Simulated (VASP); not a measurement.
# Rb (I4_1/amd) in VASP: further runs, part 2 of 2

VASP 6.6.1. Earlier steps stand in the parts before.

**3. Single point, PBE (49.55 Å³/atom)**

This run uses another cell than the first one, of 49.55 Å³/atom.

File INCAR:

```
ALGO = Normal
EDIFF = 1E-6
ENCUT = 520
GGA = PE
ISIF = 2
ISMEAR = -1
LASPH = T
LCHARG = F
LREAL = F
LWAVE = F
NBANDS = 16
NELM = 60
PREC = Accurate
SIGMA = 0.08
```

File KPOINTS:

```
k-points
0
Gamma
  9 9 9
```

File POSCAR:

```
Rb
1.0
   -3.5812350415      3.5812350415      1.9316026167
    3.5812350415     -3.5812350415      1.9316026167
    3.5812350415      3.5812350415     -1.9316026167
Rb
2
Direct
   -0.3750000000     -0.1250000000     -0.2500000000
    0.3750000000      0.1250000000      0.2500000000
```

Potentials or basis: VASP PAW PBE potentials, release 64 (Rb_sv).

Run with:

```sh
$ cat potpaw_PBE.64/Rb_sv/POTCAR > POTCAR
$ mpirun -np 1 vasp_std > vasp.out
```

OUTCAR:

```text
EDIFF = 1E-6
   ENCUT = 520
   GGA = PE
   ISIF = 2
   ISMEAR = -1
   LASPH = T
   LREAL = F
   NELM = 60
   PREC = Accurate

 ion  position               nearest neighbor table
   1  0.625  0.875  0.750-   2 3.71   2 3.71   2 3.71   2 3.71   2 4.61   2 4.61   2 4.61   2 4.61

   2  0.375  0.125  0.250-   1 3.71   1 3.71   1 3.71   1 3.71   1 4.61   1 4.61   1 4.61   1 4.61

  LATTYP: Found a body centered tetragonal cell.
 ALAT       =     7.1624700830
[... 646 lines left out ...]
 [... further k-points ...]

------------------------ aborting loop because EDIFF is reached ----------------------------------------

  FORCE on cell =-STRESS in cart. coord.  units (eV):
  Direction    XX          YY          ZZ          XY          YZ          ZX
  --------------------------------------------------------------------------------------
  -------------------------------------------------------------------------------------
  Total        3.1907125      3.1907125      3.3417370      0.0000000     -0.0000000     -0.0000000
  in kB       51.5887295     51.5887295     54.0305548      0.0000000     -0.0000000     -0.0000000
  external PRESSURE =      52.4026713 kB  Pullay stress =       0.0000000 kB

 VOLUME and BASIS-vectors are now :
 -----------------------------------------------------------------------------
  energy-cutoff  :      520.00
  volume of cell :       99.09
      direct lattice vectors                 reciprocal lattice vectors
    -3.581235041  3.581235041  1.931602617     0.000000000  0.139616639  0.258852414
     3.581235041 -3.581235041  1.931602617     0.139616639  0.000000000  0.258852414
     3.581235041  3.581235041 -1.931602617     0.139616639  0.139616639  0.000000000

 POSITION                                       TOTAL-FORCE (eV/Angst)
 -----------------------------------------------------------------------------------
      3.58124      1.79062      1.44870        -0.000000      0.000000     -0.000000
     -0.00000      1.79062      0.48290         0.000000     -0.000000      0.000000
 -----------------------------------------------------------------------------------
    total drift:                               -0.000000     -0.000000      0.000000

  FREE ENERGIE OF THE ION-ELECTRON SYSTEM (eV)
  ---------------------------------------------------
  free  energy   TOTEN  =        -0.8729699609 eV

  energy  without entropy=       -0.8249264897  energy(sigma->0) =       -0.84894823
```

OSZICAR:

```text
N       E                     dE             d eps       ncg     rms          rms(c)
DAV:   1     0.992381006986E+02    0.99238E+02   -0.76941E+03  2400   0.929E+02
DAV:   2     0.708314988144E+01   -0.92155E+02   -0.89326E+02  3240   0.193E+02
DAV:   3    -0.486933880048E+00   -0.75701E+01   -0.75390E+01  3832   0.509E+01
DAV:   4    -0.884239085327E+00   -0.39731E+00   -0.39713E+00  3392   0.823E+00
DAV:   5    -0.888957662437E+00   -0.47186E-02   -0.47185E-02  3592   0.954E-01    0.402E+00
DAV:   6    -0.875160491228E+00    0.13797E-01   -0.18805E-02  3152   0.758E-01    0.254E+00
DAV:   7    -0.873000896586E+00    0.21596E-02   -0.30469E-02  2792   0.100E+00    0.226E-01
DAV:   8    -0.872955436772E+00    0.45460E-04   -0.32236E-03  3600   0.329E-01    0.454E-02
DAV:   9    -0.872965435977E+00   -0.99992E-05   -0.75693E-05  3240   0.567E-02    0.257E-02
DAV:  10    -0.872970383512E+00   -0.49475E-05   -0.20341E-05  3200   0.357E-02    0.744E-03
DAV:  11    -0.872969960949E+00    0.42256E-06   -0.63704E-07  2512   0.582E-03
   1 F= -.87296996E+00 E0= -.84894823E+00  d E =-.480435E-01
```

stdout:

```text
POSCAR found type information on POSCAR Rb
 POSCAR found :  1 types and       2 ions
 scaLAPACK will be used
 LDA part: xc-table for (Slater+PW92), standard interpolation
 POSCAR, INCAR and KPOINTS ok, starting setup
 FFT: planning ... GRIDC
 FFT: planning ... GRID_SOFT
 FFT: planning ... GRID
 WAVECAR not read
 entering main loop
```

Run time: 42 s. Hardware: 1 thread of AMD EPYC 9R45 (Zen 5), shared host; peak memory 0.25 GiB.

What came out:

```
Free energy            : -0.8730 eV
Pressure               : 5.2 GPa
Band gap on the k mesh : zero (bands 9 and 10 overlap by 1.37 eV)
```

Stress tensor (GPa, compression positive):
```
5.16 0.00 0.00
0.00 5.16 0.00
0.00 0.00 5.40
```

Caveat: the cell stands under pressure.
